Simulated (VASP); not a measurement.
## Be: relaxation of cell and atoms with PBEsol

Crystal: Be.

```xyz
4
Lattice="2.2998 0.0000 0.0000 -1.1499 1.9917 0.0000 0.0000 0.0000 7.4172" Properties=species:S:1:pos:R:3 pbc="T T T"
Be    0.0000    0.0000    0.0000
Be    0.0000    0.0000    3.7086
Be    0.0000    1.3278    5.5629
Be    1.1499    0.6639    1.8543
```

- Program: VASP 6.6.1
- Task: relaxation of cell and atoms
- Functional: PBEsol
- Potentials or basis: VASP PAW PBE potentials, release 64 (Be)
- Cutoff: 600 eV
- k mesh: 9 × 9 × 4
- Occupations: gaussian, width 0.1 eV
- Spin: no spin polarisation
- Dipole correction: no
- Further INCAR settings: ALGO = Normal; EDIFF = 1e-07; IBRION = 2; EDIFFG = -0.04; NSW = 90; ISIF = 3

```yaml
Relaxed_volume: 7.86 Å³/atom
Relaxed_cell: a = 2.255 Å, b = 2.255 Å, c = 7.140 Å, α = 90.00°, β = 90.00°, γ = 120.00°
Space_group_after_relaxing_to_0.05_Å: P6_3/mmc (No. 194)
Energy_gained_by_relaxing: 20.2 meV/atom
Ionic_steps: 3
Pressure_after_relaxing: -0.2 GPa
Band_gap_on_the_k_mesh: zero (band 4 reaches 7.97 eV, above the bottom of band 5 at 6.55 eV)
```

Stress tensor (GPa, compression positive):
```
-0.40  0.00  0.00
 0.00 -0.40  0.00
 0.00  0.00  0.28
```

The path:
```tsv
step	energy change (eV)	largest force (eV/Å)	pressure (GPa)	volume (Å³)
1	0.0000	0.0000	-8.65	33.97
2	-0.0792	0.0000	-1.41	31.77
3	-0.0807	0.0000	-0.17	31.45
```

Final structure:
```yaml
crystal:
  lattice:
    - [2.25521, 0.00000, 0.00000]
    - [-1.12761, 1.95307, 0.00000]
    - [0.00000, 0.00000, 7.14023]
  atoms:
    - { symbol: Be, position: [0.00000, 0.00000, 0.00000] }
    - { symbol: Be, position: [0.00000, 0.00000, 0.50000] }
    - { symbol: Be, position: [0.33333, 0.66667, 0.75000] }
    - { symbol: Be, position: [0.66667, 0.33333, 0.25000] }
```

Levels at points of the mesh, in eV from the Fermi level:
```
           k point  band 1  band 2  band 3  band 4  band 5  band 6  band 7  band 8
(0.00, 0.00, 0.00)  -11.01   -8.87   -8.86   -4.17    1.42   10.96   10.96   16.64
(0.00, 0.00, 0.50)  -10.47  -10.47   -6.30   -6.30    4.79    4.79   17.02   17.02
```

It took 41 s on 1 thread of Intel Xeon 8259CL (shared host), peak memory 0.15 GiB.

Caveat: the PAW data sets were made with another functional, which shifts forces and pressure a little.
